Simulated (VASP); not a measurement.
Here is a VASP 6.6.1 calculation.

File POSCAR:

```
PtSe
1.0
    0.0000000000      2.8084339081      2.8084339081
    2.8084339081      0.0000000000      2.8084339081
    2.8084339081      2.8084339081      0.0000000000
Pt Se
1 1
Direct
    0.0000000000      0.0000000000      0.0000000000
    0.2500000000      0.2500000000      0.2500000000
```

File INCAR.step1:

```
  PREC = Accurate
  ENCUT = 520
  ISMEAR = -1
  SIGMA = 0.05
  LREAL = False
  LASPH = True
  NELM = 100
  NBANDS = 15
  GGA = PE
  ALGO = Normal
  EDIFF = 1E-4
  LWAVE = True
  LCHARG = False
```

File INCAR.step2:

```
  PREC = Accurate
  ENCUT = 520
  EDIFF = 1E-7
  ISMEAR = -1
  SIGMA = 0.05
  LREAL = False
  LASPH = True
  NELM = 100
  ALGO = Normal
  ISIF = 2
  LWAVE = False
  LCHARG = True
  METAGGA = R2SCAN
  LMIXTAU = True
  IVDW = 12
  VDW_S6 = 1.0
  VDW_S8 = 0.78981345
  VDW_A1 = 0.49484001
  VDW_A2 = 5.73083694
  LELF = True
  LVHAR = True
  NBANDS = 15
  ISTART = 1
```

KPOINTS

```
Automatic mesh
0
Gamma
  8 8 8
```

Potentials or basis: VASP PAW PBE potentials, release 64 (Pt, Se).

Run with:

```sh
$ cat potpaw_PBE.64/Pt/POTCAR potpaw_PBE.64/Se/POTCAR > POTCAR
$ cp INCAR.step1 INCAR
$ mpirun -np 1 vasp_std > vasp.out
$ cp INCAR.step2 INCAR
$ mpirun -np 1 vasp_std > vasp.out
```

Task: What does it give for the pressure?

Result: 0.0 GPa.

Task: Estimate the band gap on the k mesh.

Result: Zero (band 8 reaches 7.95 eV, above the bottom of band 9 at 3.95 eV).

Task: Predict the dispersion energy per atom.

Result: -0.220 eV.

Caveat: the PAW data sets were made with another functional, which shifts forces and pressure a little; spin-orbit coupling is left out, which moves the levels of the heavy elements; pairwise dispersion overbinds metals, which lowers pressure and volume.
